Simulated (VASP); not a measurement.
Write the native input for VASP 6.6.1 that does the following.

| Item | Value |
| --- | --- |
| Task | relaxation of cell and atoms |
| Functional | PBEsol |
| Potentials or basis | VASP PAW PBE potentials, release 64 (Cs_sv, Cl) |
| Cutoff | 500 eV |
| k mesh | 6 × 6 × 6 |
| Occupations | gaussian, width 0.01 eV |
| Spin | no spin polarisation |
| Target pressure | 15 GPa |
| Dipole correction | no |
| Further INCAR settings | ALGO = Normal; EDIFF = 1e-07; IBRION = 2; EDIFFG = -0.002; NSW = 100; ISIF = 3 |

The structure of CsCl lies in POSCAR:

```
CsCl
1.0
    4.0653445471      0.0000000000      0.0000000000
    0.0000000000      4.0653445471      0.0000000000
    0.0000000000      0.0000000000      4.0653445471
Cs Cl
1 1
Direct
    0.0000000000      0.0000000000      0.0000000000
    0.5000000000      0.5000000000      0.5000000000
```

These files were run (other wordings do the same):

INCAR

```
SYSTEM = CsCl
PREC = Accurate
ENCUT = 500
EDIFF = 1E-7
ISMEAR = 0
SIGMA = 0.01
LREAL = .False.
LASPH = .True.
NELM = 120
ALGO = Normal
ISIF = 3
LWAVE = .False.
LCHARG = .False.
GGA = PS
IBRION = 2
NSW = 100
EDIFFG = -0.002
PSTRESS = 150.0
GGA_COMPAT = .False.
NELMIN = 4
```

KPOINTS

```
Automatic mesh
0
Gamma
  6 6 6
  0 0 0
```

Potentials or basis: VASP PAW PBE potentials, release 64 (Cs_sv, Cl).

Run with:

```bash
$ cat potpaw_PBE.64/Cs_sv/POTCAR potpaw_PBE.64/Cl/POTCAR > POTCAR
$ mpirun -np 1 vasp_std > vasp.out
```

It gave:

The relaxed volume is 24.17 Å³/atom. The relaxed cell is a = 3.643 Å, b = 3.643 Å, c = 3.643 Å, α = 90.00°, β = 90.00°, γ = 90.00°. The space group after relaxing (to 0.1 Å) is Pm-3m (No. 221). The energy change on relaxing (the run minimises the enthalpy) is +318.6 meV/atom and the ionic steps are 6. The pressure after relaxing is 15.0 GPa and the band gap on the k mesh is 4.30 eV.

Caveat: the cell is relaxed towards a set pressure, so the run minimises the enthalpy, not the energy; the volume moved by over 15 % at a fixed basis, so the end points are rough; the PAW data sets were made with another functional, which shifts forces and pressure a little; spin-orbit coupling is left out, which moves the levels of the heavy elements.

Run time: 25 s on 1 thread of AMD EPYC 9R45 96-Core Processor (Zen 5), on a shared host, peak memory 0.15 GiB.
